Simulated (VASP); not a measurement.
BaOs3, 4 atoms in the cell. The structure is cubic, space group Pm-3m (No. 221). Conventional cell: a = 4.113 Å, b = 4.113 Å, c = 4.113 Å, α = 90.00°, β = 90.00°, γ = 90.00°. Within 3.8 Å of Ba (site symmetry m-3m) lie 12 Os at 2.91 Å. Os (site symmetry 4/mmm) has 4 Ba at 2.91 Å and 8 Os at 2.91 Å within 3.8 Å. 

```yaml
Program: VASP 6.6.1
Task: single point
Functional: PBEsol
Potentials_or_basis: VASP PAW PBE potentials, release 64 (Ba_sv, Os)
Cutoff: 520 eV
k_mesh: 8 × 8 × 8
Occupations: gaussian, width 0.05 eV
Spin: no spin polarisation
Dipole_correction: no
k_mesh_for_the_DOS: 12 × 12 × 12
Occupations_for_the_DOS: tetrahedron
Further_INCAR_settings: ALGO = Normal; EDIFF = 1e-06
```

Potentials or basis: VASP PAW PBE potentials, release 64 (Ba_sv, Os).

Run with:

```bash
$ cat potpaw_PBE.64/Ba_sv/POTCAR potpaw_PBE.64/Os/POTCAR > POTCAR
$ cp INCAR.step1 INCAR
$ cp KPOINTS.step1 KPOINTS
$ mpirun -np 1 vasp_std > vasp.out
$ cp INCAR.step2 INCAR
$ cp KPOINTS.step2 KPOINTS
$ mpirun -np 1 vasp_std > vasp.out
```

Hardware: 1 thread of Intel(R) Xeon(R) Platinum 8259CL CPU @ 2.50GHz (Skylake/Cascade Lake) (shared host).

**Question.** Estimate the wall time of this run.

**Answer.** Run time: 91 s on 1 thread of Intel(R) Xeon(R) Platinum 8259CL CPU @ 2.50GHz (Skylake/Cascade Lake) (shared host), peak memory 0.26 GiB. Counts: k points 84.
